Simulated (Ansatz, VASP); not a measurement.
**Two plane-wave programs on SrTiO3**

The input INCAR:

```
PREC = Accurate
ENCUT = 520
EDIFF = 1E-6
ISMEAR = 0
SIGMA = 0.05
LREAL = F
LASPH = T
NELM = 80
ALGO = Normal
ISIF = 2
LWAVE = F
LCHARG = T
GGA = PE
LELF = T
LVHAR = T
NBANDS = 28
```

The input KPOINTS:

```
regular mesh
0
Gamma
  8 8 8
```

The input POSCAR:

```
SrTiO3
1.0
    3.7986351078      0.0000000000      0.0000000000
    0.0000000000      3.7986351078      0.0000000000
    0.0000000000      0.0000000000      4.2119580988
Sr Ti O
1 1 3
Direct
    0.0020505763      0.0000000000      0.0000000000
    0.5096807686      0.5000000000      0.5000000000
   -0.0146326242      0.5000000000      0.5000000000
    0.4872194045      0.0000000000      0.5000000000
    0.4872194045      0.5000000000      0.0000000000
```

Input for Ansatz:

```yaml
crystal:
  lattice:
    - [3.7986351078, 0.0, 0.0]
    - [0.0, 3.7986351078, 0.0]
    - [0.0, 0.0, 4.2119580988]
  atoms:
    - { symbol: Sr, position: [0.0020505763, 0.0, 0.0] }
    - { symbol: Ti, position: [0.5096807686, 0.5, 0.5] }
    - { symbol: O, position: [-0.0146326242, 0.5, 0.5] }
    - { symbol: O, position: [0.4872194045, 0.0, 0.5] }
    - { symbol: O, position: [0.4872194045, 0.5, 0.0] }
basis:
  ecutwfc: 520.0
kpoints:
  mp_grid: { grid: [8, 8, 8] }
hamiltonian:
  xc: pbe
  pseudopotentials: { kind: paw, azcp: { folder: soft_1 } }
scf:
  occupations: { method: gaussian, width: 0.05 }
output:
  forces: true
  stress: true
  eigenvalues: true
```

Change from the starting cell: mode 1 frozen in at -0.058 Å, strain +e along z and -e/2 along x and y +0.0700.

Alike in both runs: task single point; functional PBE; k mesh 8 × 8 × 8; occupations gaussian, width 0.05 eV; no spin polarisation.

```csv
,VASP,Ansatz
version,VASP 6.6.1,Ansatz 0.2.0
potentials or method,"VASP PAW PBE potentials, release 64 (Sr_sv, Ti_sv, O), cutoff 520 eV","scalar-relativistic, plane waves, PAW"
valence electrons in the cell,40,40
```

```csv
,VASP,Ansatz,Ansatz less VASP
gap on the k mesh at the Fermi level (eV),1.71,1.75,+0.039
least direct gap on the mesh (eV),2.26,2.28,+0.022
pressure (GPa),4.8,4.2,-0.61
"traceless stress, the component that is largest in VASP (GPa)",-14.24,-13.98,+0.261
rms of the force components (eV/Å),0.211,0.192,-0.0194
```

Atom by atom the forces differ by 0.020 eV/Å (rms over components). With one functional, cell and mesh, what is left measures potentials, basis and numerics.
